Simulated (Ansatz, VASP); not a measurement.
SiO2 in VASP and in Ansatz

```
Si O
1.0
     4.24579    0.00000    0.00000
     0.00000    4.24579    0.00000
     0.00000    0.00000    2.70890
Si O
2 4
Direct
  0.00000 0.00000 0.00000
  0.50000 0.50000 0.50000
  0.30590 0.30590 0.00000
  0.19410 0.80590 0.50000
  0.69410 0.69410 0.00000
  0.80590 0.19410 0.50000
```

Alike in both runs: task single point; functional LDA; k mesh 6 × 6 × 8; no spin polarisation.

|  | VASP | Ansatz |
| --- | --- | --- |
| version | VASP 6.6.1 | Ansatz 0.2.0 |
| potentials or method | VASP PAW LDA potentials, release 64 (Si, O), cutoff 520 eV | plane waves, PAW |
| occupations | gaussian, width 0.01 eV | fixed |
| valence electrons in the cell | 32 | 32 |

```tsv
	VASP	Ansatz	Ansatz less VASP
pressure (GPa)	-16.9	-17.8	-0.90
traceless stress, the component that is largest in VASP (GPa)	-1.00	-1.56	-0.562
```

LDA's correlation is that of Perdew and Zunger in VASP and of Perdew and Wang (1992) in Ansatz.
